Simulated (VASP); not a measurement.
Here is a VASP 6.6.1 calculation.

File POSCAR:

```
Zn2As2Se
1.0
    4.0188286760     -0.0000002771      0.0000000000
   -2.0094140980      3.4804078654      0.0000000000
    0.0000000000      0.0000000000      7.0897415378
As Se Zn
2 1 2
Direct
    0.3333333333      0.6666666667      0.2394193326
    0.6666666667      0.3333333333      0.7605806674
    0.0000000000      0.0000000000      0.0000000000
    0.3333333333      0.6666666667      0.6062122497
    0.6666666667      0.3333333333      0.3937877503
```

File INCAR.step1:

```
SYSTEM = Zn2As2Se
PREC = Accurate ; ENCUT = 520
ISMEAR = -1 ; SIGMA = 0.0943
LREAL = .FALSE. ; LASPH = .TRUE.
NELM = 60 ; NBANDS = 28
GGA = PE ; ALGO = Normal
EDIFF = 1E-4 ; LWAVE = .TRUE.
LCHARG = .FALSE.
```

INCAR.step2

```
SYSTEM = Zn2As2Se
PREC = Accurate ; ENCUT = 520
EDIFF = 1E-6 ; ISMEAR = -1
SIGMA = 0.0943 ; LREAL = .FALSE.
LASPH = .TRUE. ; NELM = 60
ALGO = Normal ; ISIF = 2
LWAVE = .FALSE. ; LCHARG = .FALSE.
METAGGA = R2SCAN ; LMIXTAU = .TRUE.
NBANDS = 28 ; ISTART = 1
```

KPOINTS

```
Automatic mesh
0
G
  8 8 5
  0 0 0
```

Potentials or basis: VASP PAW PBE potentials, release 64 (As, Se, Zn).

Launch:

```bash
$ cat potpaw_PBE.64/As/POTCAR potpaw_PBE.64/Se/POTCAR potpaw_PBE.64/Zn/POTCAR > POTCAR
$ cp INCAR.step1 INCAR
$ mpirun -np 1 vasp_std > vasp.out
$ cp INCAR.step2 INCAR
$ mpirun -np 1 vasp_std > vasp.out
```

What does it give for the pressure?

0.1 GPa.

What does it give for the largest force?

0.012 eV/Å.

Forces in eV/Å, atoms in the order of the input:
```
As   0.000  0.000 -0.012
As   0.000  0.000  0.012
Se   0.000  0.000  0.000
Zn   0.000  0.000  0.000
Zn   0.000  0.000  0.000
```

Caveat: the PAW data sets were made with another functional, which shifts forces and pressure a little.
